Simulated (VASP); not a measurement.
# Be16C (a cell with a defect) in VASP: single point with PBE

Aim: the single point of Be16C (a cell with a defect) with PBE.

Program: VASP 6.6.1. These are calculated values, not measurements. Logs are shortened: lines on timing, memory, paths and dates and some standing lists are left out, and cuts for length are marked.

### 1 The cell of the first run

The cell holds a defect, 17 atoms: a = 4.580 Å, b = 3.966 Å, c = 7.177 Å, α = 90.00°, β = 90.00°, γ = 90.00°.

### 2 Single point, PBE

INCAR

```
SYSTEM = Be16C
PREC = Accurate
ENCUT = 520
EDIFF = 1E-6
ISMEAR = 0
SIGMA = 0.1
LREAL = Auto
LASPH = .TRUE.
NELM = 80
ALGO = Normal
ISIF = 2
LWAVE = .FALSE.
LCHARG = .TRUE.
GGA = PE
LELF = .TRUE.
LVHAR = .TRUE.
NBANDS = 32
```

KPOINTS

```
Automatic mesh
0
G
  4 4 3
  0 0 0
```

POSCAR

```
Be16C
1.0
   -2.2900000000     -3.9663960000      0.0000000000
    3.4350000000     -1.9831980000      0.0000000000
    0.0000000000      0.0000000000      7.1768600000
Be C
16 1
Direct
    0.7500049449      0.4787718556      0.0037786720
    0.4966029170      0.3328453217      0.2498263865
    0.7500655299      0.4792698875      0.4950538258
    0.4455225293      0.3657043936      0.7501474182
    0.4969124311      0.0003285203     -0.0053177852
    0.2500232999      0.8406420253      0.2499604284
    0.4970684052      0.0007547738      0.5051238285
    0.2500229741      0.8248822738      0.7499615431
    0.2499812917      0.5284143109      0.0075367222
    0.0034610715      0.3328538148      0.2498071580
    0.2501099836      0.5285693923      0.4925681983
    0.0544894080      0.3658648455      0.7499901071
    0.0031399893      0.0003905606     -0.0053616763
    0.7500294668      0.8338315805      0.2495715396
    0.0029619958      0.0007021748      0.5051328854
    0.7499599054      0.7514958321      0.7493600265
    0.7500541288      0.1712689825      0.7495648515
```

Potentials or basis: VASP PAW PBE potentials, release 64 (Be, C).

The run is started by

```
$ cat potpaw_PBE.64/Be/POTCAR potpaw_PBE.64/C/POTCAR > POTCAR
$ mpirun -np 1 vasp_std > vasp.out
```

OUTCAR:

```text
SYSTEM = Be16C
   PREC = Accurate
   ENCUT = 520
   EDIFF = 1E-6
   ISMEAR = 0
   LREAL = Auto
   LASPH = .TRUE.
   NELM = 80
   ISIF = 2
   GGA = PE

 ion  position               nearest neighbor table
   1  0.750  0.479  0.004-  16 2.12   2 2.19  10 2.19  17 2.19  13 2.22   5 2.22  14 2.26   9 2.30
                             9 2.30   4 2.34  12 2.34   5 2.37  13 2.37
   2  0.497  0.333  0.250-   3 2.19   1 2.19   9 2.21  11 2.22   6 2.26   7 2.26   5 2.26  10 2.26
                            14 2.29  14 2.30   6 2.31  10 2.32
   3  0.750  0.479  0.495-  16 2.12  10 2.19   2 2.19  17 2.20  15 2.22   7 2.22  14 2.25  11 2.30
                            11 2.30  12 2.34   4 2.35  15 2.37   7 2.37
   4  0.446  0.366  0.750-  17 1.59  12 1.79   8 2.03  16 2.07   9 2.15  11 2.15   5 2.29   7 2.29
                             8 2.32   1 2.34   3 2.35
   5  0.497  0.000  0.995-   9 2.19   8 2.20  17 2.21   1 2.22   6 2.24   2 2.26  13 2.26  14 2.26
                             4 2.29  13 2.32  16 2.33   1 2.37   9 2.38
   6  0.250  0.841  0.250-   9 2.14  11 2.14   5 2.24   7 2.24  15 2.24  13 2.24  10 2.26   2 2.26
                            14 2.29  14 2.29  10 2.31   2 2.31
   7  0.497  0.001  0.505-  11 2.19   8 2.20  17 2.21   3 2.22   6 2.24   2 2.26  15 2.26  14 2.27
                             4 2.29  15 2.32  16 2.32   3 2.37  11 2.38
   8  0.250  0.825  0.750-  12 2.03   4 2.03  11 2.19   9 2.19  13 2.20   5 2.20  15 2.20   7 2.20
                            16 2.31  16 2.31   4 2.32  12 2.33
   9  0.250  0.528  0.008-   6 2.14   4 2.15  12 2.15   5 2.19  13 2.19   8 2.19  10 2.21   2 2.21
                             1 2.30   1 2.30  13 2.38   5 2.38
  10  0.003  0.333  0.250-   3 2.19   1 2.19   9 2.21  11 2.22   6 2.26  13 2.26  15 2.26   2 2.26
                            14 2.29  14 2.30   6 2.31   2 2.32
  11  0.250  0.529  0.493-   6 2.14  12 2.15   4 2.15   8 2.19   7 2.19  15 2.19   2 2.22  10 2.22
                             3 2.30   3 2.30   7 2.38  15 2.38
  12  0.054  0.366  0.750-  17 1.59   4 1.79   8 2.03  16 2.07  11 2.15   9 2.15  13 2.29  15 2.29
                             8 2.33   1 2.34   3 2.34
  13  0.003  0.000  0.995-   9 2.19   8 2.20  17 2.21   1 2.22   6 2.24  10 2.26   5 2.26  14 2.26
                            12 2.29   5 2.32  16 2.33   1 2.37   9 2.38
  14  0.750  0.834  0.250-   3 2.25   1 2.26   5 2.26  13 2.26  15 2.27   7 2.27   6 2.29   6 2.29
                             2 2.29  10 2.29  10 2.30   2 2.30
  15  0.003  0.001  0.505-  11 2.19   8 2.20  17 2.21   3 2.22   6 2.24  10 2.26   7 2.26  14 2.27
                            12 2.29   7 2.32  16 2.32   3 2.37  11 2.38
  16  0.750  0.751  0.749-  17 1.66  12 2.07   4 2.07   3 2.12   1 2.12   8 2.31   8 2.31   7 2.32
                            15 2.32   5 2.33  13 2.33
  17  0.750  0.171  0.750-  12 1.59   4 1.59  16 1.66   1 2.19   3 2.20  15 2.21   7 2.21  13 2.21
                             5 2.21

  LATTYP: Found a simple orthorhombic cell.
 ALAT       =     3.9663962620
 B/A-ratio  =     1.1547004875
 C/A-ratio  =     1.8094157835

  Lattice vectors:

 A1 = (  -3.4350000000,   1.9831980000,   0.0000000000)
 A2 = (  -2.2900000000,  -3.9663960000,   0.0000000000)
 A3 = (   0.0000000000,   0.0000000000,   7.1768600000)

Analysis of symmetry for initial positions (statically):
=====================================================================
 Subroutine PRICEL returns:
 Original cell was already a primitive cell.

 Routine SETGRP: Setting up the symmetry group for a
 simple orthorhombic supercell.

 Subroutine GETGRP returns: Found  1 space group operations
 (whereof  1 operations were pure point group operations)
 out of a pool of  8 trial point group operations.

The static configuration has the point symmetry C_1 .

Analysis of symmetry for dynamics (positions and initial velocities):
=====================================================================
 Subroutine PRICEL returns:
 Original cell was already a primitive cell.

 Routine SETGRP: Setting up the symmetry group for a
 simple orthorhombic supercell.

 Subroutine GETGRP returns: Found  1 space group operations
 (whereof  1 operations were pure point group operations)
 out of a pool of  8 trial point group operations.

The dynamic configuration has the point symmetry C_1 .

 Subroutine INISYM returns: Found  1 space group operations
 (whereof  1 operations are pure point group operations),
 and found     1 'primitive' translations

----------------------------------------------------------------------------------------

                                     Primitive cell

  volume of cell :     130.3755

  direct lattice vectors                    reciprocal lattice vectors
    -2.290000000 -3.966396000  0.000000000    -0.109170306 -0.189088533  0.000000000
     3.435000000 -1.983198000  0.000000000     0.218340611 -0.126059022  0.000000000
     0.000000000  0.000000000  7.176860000     0.000000000  0.000000000  0.139336702

  length of vectors
     4.579999697  3.966396262  7.176860000     0.218340626  0.252118027  0.139336702

  position of ions in fractional coordinates (direct lattice)
     0.750004945  0.478771856  0.003778672
     0.496602917  0.332845322  0.249826386
     0.750065530  0.479269888  0.495053826
     0.445522529  0.365704394  0.750147418
     0.496912431  0.000328520  0.994682215
     0.250023300  0.840642025  0.249960428
[... 9 lines left out ...]
     0.749959905  0.751495832  0.749360026
     0.750054129  0.171268983  0.749564851

  ion indices of the primitive-cell ions
   primitive index   ion index
                 1           1
                 2           2
                 3           3
                 4           4
                 5           5
                 6           6
[... 9 lines left out ...]
                16          16
                17          17

----------------------------------------------------------------------------------------

 KPOINTS: Automatic mesh

Automatic generation of k-mesh.
 Grid dimensions read from file:
 generate k-points for:    4    4    3

 Generating k-lattice:

  Cartesian coordinates                     Fractional coordinates (reciprocal lattice)
    -0.027292576 -0.047272133  0.000000000     0.250000000  0.000000000  0.000000000
     0.054585153 -0.031514755  0.000000000     0.000000000  0.250000000  0.000000000
     0.000000000  0.000000000  0.046445567     0.000000000  0.000000000  0.333333333

  Length of vectors
     0.054585156  0.063029507  0.046445567

  Shift w.r.t. Gamma in fractional coordinates (k-lattice)
     0.000000000  0.000000000  0.000000000

 Subroutine IBZKPT returns following result:
 ===========================================

 Found     26 irreducible k-points:

 Following reciprocal coordinates:
            Coordinates               Weight
  0.000000  0.000000  0.000000      1.000000
  0.250000  0.000000  0.000000      2.000000
  0.500000  0.000000  0.000000      1.000000
  0.000000  0.250000  0.000000      2.000000
  0.250000  0.250000  0.000000      2.000000
 -0.250000  0.250000  0.000000      2.000000
[... 16 lines left out ...]
  0.000000  0.500000  0.333333      2.000000
  0.250000  0.500000  0.333333      2.000000
 [... further k-points ...]
   k-points           NKPTS =     26   k-points in BZ     NKDIM =     26   number of bands    NBANDS=     32
   number of dos      NEDOS =    301   number of ions     NIONS =     17
   total plane-waves  NPLWV =  58320
   dimension x,y,z NGX =    36 NGY =   30 NGZ =   54
   dimension x,y,z NGXF=    72 NGYF=   60 NGZF=  108
   ions per type =              16   1
   NGX,Y,Z   is equivalent  to a cutoff of  13.07, 12.57, 12.51 a.u.
   NGXF,Y,Z  is equivalent  to a cutoff of  26.13, 25.15, 25.02 a.u.
 SYSTEM =  Be16C
   PREC   = accura    normal or accurate (medium, high low for compatibility)
   ISTART =      0    job   : 0-new  1-cont  2-samecut
   ICHARG =      2    charge: 1-file 2-atom 10-const
   ISPIN  =      1    spin polarized calculation?
   LNONCOLLINEAR =      F non collinear calculations
   LSORBIT =      F    spin-orbit coupling
   LASPH  =      T    aspherical Exc in radial PAW
   ENCUT  =  520.0 eV  38.22 Ry    6.18 a.u.   8.52  7.37 13.34*2*pi/ulx,y,z
   NELM   =     80;   NELMIN=  2; NELMDL= -5     # of ELM steps
   EDIFF  = 0.1E-05   stopping-criterion for ELM
   LREAL  =      T    real-space projection
   EDIFFG = 0.1E-04   stopping-criterion for IOM
   NSW    =      0    number of steps for IOM
   IBRION =     -1    ionic relax: 0-MD 1-quasi-New 2-CG
   NFREE  =      0    steps in history (QN), initial steepest desc. (CG)
   ISIF   =      2    stress and relaxation
   ISYM   =      2    0-nonsym 1-usesym 2-fastsym
   POTIM  = 0.5000    time-step for ionic-motion
   TEBEG  =    0.0;   TEEND  =   0.0 temperature during run
   PSTRESS=    0.0 pullay stress
   NELECT =      36.0000    total number of electrons
   NUPDOWN=      -1.0000    fix difference up-down
   EMIN   =  10.00;   EMAX   =-10.00  energy-range for DOS
   EFERMI =   0.00;   METHOD = LEGACY
   ISMEAR =     0;   SIGMA  =   0.10  broadening in eV -4-tet -1-fermi 0-gaus
   EFERMI_NEDOS =   21; number of points for ismear=-14 and -15
   IALGO  =     38    algorithm
   IMIX   =      4    mixing-type and parameters
     AMIX     =   0.40;   BMIX     =  1.00
     AMIX_MAG =   1.60;   BMIX_MAG =  1.00
  volume/ion in A,a.u.               =       7.67        51.75
  Fermi-wavevector in a.u.,A,eV,Ry     =   1.066049  2.014540 15.462471  1.136460
  Thomas-Fermi vector in A             =   2.201620
   LORBIT       =      0    0 simple, 1 ext, 2 COOP (PROOUT), +10 PAW based schemes
   GGA     = PE    functional components
   LHFCALC =     F    Hartree Fock is set to
   AEXX    =    0.0000 exact exchange contribution
   IVDW    =     0    specifies the selected vdW correction
   LEPSILON=     F    determine dielectric tensor
   LRPA    =     F    only Hartree local field effects (RPA)
 non-spin polarized calculation
 Gauss-broadening in eV      SIGMA  =   0.10
  energy-cutoff  :      520.00
  volume of cell :      130.38
 maximum number of plane-waves:      3529
 NGX is ok and might be reduce to    36
   NGX = 17   NGY = 15   NGZ = 27

 number of electron      36.0000000 magnetization

 Free energy of the ion-electron system (eV)
  ---------------------------------------------------
  ext. energy  EPLUGINS =         0.00000000
  ---------------------------------------------------
  free energy    TOTEN  =       -64.38880704 eV

  energy without entropy =      -64.37352357  energy(sigma->0) =      -64.38116531

 E-fermi :   7.4233     XC(G=0): -10.7600

 val. band max:        7.3738772061   @ k =   0.2500   0.0000   0.0000
 cond. band min:       7.4254942361   @ k =   0.0000   0.2500  -0.3333
 fundamental gap:      0.0516170300
 Fermi energy:         7.4233267718

 k-point     1 :       0.0000    0.0000    0.0000
  band No.  band energies     occupation
      1      -6.5312      2.00000
      2      -2.9700      2.00000
      3      -2.3540      2.00000
      4      -0.5131      2.00000
      5       0.1213      2.00000
      6       0.9195      2.00000
[... 22 lines left out ...]
     29      12.0774      0.00000
     30      12.1089      0.00000

 k-point     2 :       0.2500    0.0000    0.0000
  band No.  band energies     occupation
      1      -6.4068      2.00000
      2      -2.8595      2.00000
      3      -2.0249      2.00000
      4      -1.6094      2.00000
      5       0.3158      2.00000
      6       0.6621      2.00000
[... 718 lines left out ...]
 k-point    24 :       0.2500    0.5000    0.3333
  band No.  band energies     occupation
      1      -5.9851      2.00000
      2      -2.2268      2.00000
      3      -1.4711      2.00000
      4      -1.1244      2.00000
      5      -0.6298      2.00000
      6       0.3019      2.00000
[... 22 lines left out ...]
     29      13.2592      0.00000
     30      13.4503      0.00000

 [... further k-points ...]

 [bands above 30 left out]

------------------------ aborting loop because EDIFF is reached ----------------------------------------

  FORCE on cell =-STRESS in cart. coord.  units (eV):
  Direction    XX          YY          ZZ          XY          YZ          ZX
  --------------------------------------------------------------------------------------
  -------------------------------------------------------------------------------------
  Total        9.1146450     12.6727421     -1.4572134      3.0781877      0.0207114     -0.0112650
  in kB      112.0093602    155.7346152    -17.9076133     37.8276753      0.2545210     -0.1384347
  external PRESSURE =      83.2787874 kB  Pullay stress =       0.0000000 kB

 VOLUME and BASIS-vectors are now :
 -----------------------------------------------------------------------------
  energy-cutoff  :      520.00
  volume of cell :      130.38
      direct lattice vectors                 reciprocal lattice vectors
    -2.290000000 -3.966396000  0.000000000    -0.109170306 -0.189088533  0.000000000
     3.435000000 -1.983198000  0.000000000     0.218340611 -0.126059022  0.000000000
     0.000000000  0.000000000  7.176860000     0.000000000  0.000000000  0.139336702

 POSITION                                       TOTAL-FORCE (eV/Angst)
 -----------------------------------------------------------------------------------
     -0.07293     -3.92432      0.02712        -0.044922      0.026344      0.012746
      0.00610     -2.62982      1.79297         0.002901      0.008996     -0.000412
     -0.07136     -3.92554      3.55293        -0.049165      0.028367      0.000838
      0.23595     -2.49238      5.38370         0.027374     -0.010597     -0.003303
     -1.13680     -1.97160      7.13870         0.001967     -0.005326     -0.034633
      2.31505     -2.65885      1.79393         0.033158     -0.019084     -0.002348
[... 9 lines left out ...]
      0.86398     -4.46500      5.37805        -0.010707      0.006027      0.007338
     -1.12932     -3.31467      5.37952        -0.049752      0.028279     -0.007354
 -----------------------------------------------------------------------------------
    total drift:                                0.000419     -0.000831      0.003877

  FREE ENERGIE OF THE ION-ELECTRON SYSTEM (eV)
  ---------------------------------------------------
  free  energy   TOTEN  =       -64.3888070416 eV

  energy  without entropy=      -64.3735235744  energy(sigma->0) =      -64.38116531
```

Wall time 77 s (1 thread of AMD EPYC 9R45 (Zen 5), shared host); peak memory 0.22 GiB.

What came out:

```
Free energy            : -64.3888 eV
Pressure               : 8.3 GPa
Largest force          : 0.070 eV/Å
Band gap on the k mesh : zero (bands 18 and 19 overlap by 0.84 eV)
```

Forces in eV/Å, atoms in the order of the input:
```
Be  -0.045  0.026  0.013
Be   0.003  0.009  0.000
Be  -0.049  0.028  0.001
Be   0.027 -0.011 -0.003
Be   0.002 -0.005 -0.035
Be   0.033 -0.019 -0.002
Be   0.002 -0.005  0.035
Be   0.054 -0.031 -0.002
Be   0.032 -0.018 -0.015
Be  -0.006 -0.007  0.000
Be   0.035 -0.020  0.008
Be   0.022 -0.018 -0.003
Be   0.006  0.002 -0.035
Be  -0.061  0.035  0.003
Be   0.005  0.000  0.035
Be  -0.011  0.006  0.007
C   -0.050  0.028 -0.007
```

Caveat: the k points lie up to 0.40 Å⁻¹ apart, too coarse for converged energies and pressures of a metal.

The gap in the log of VASP goes by the Fermi energy; the results here count the filled bands.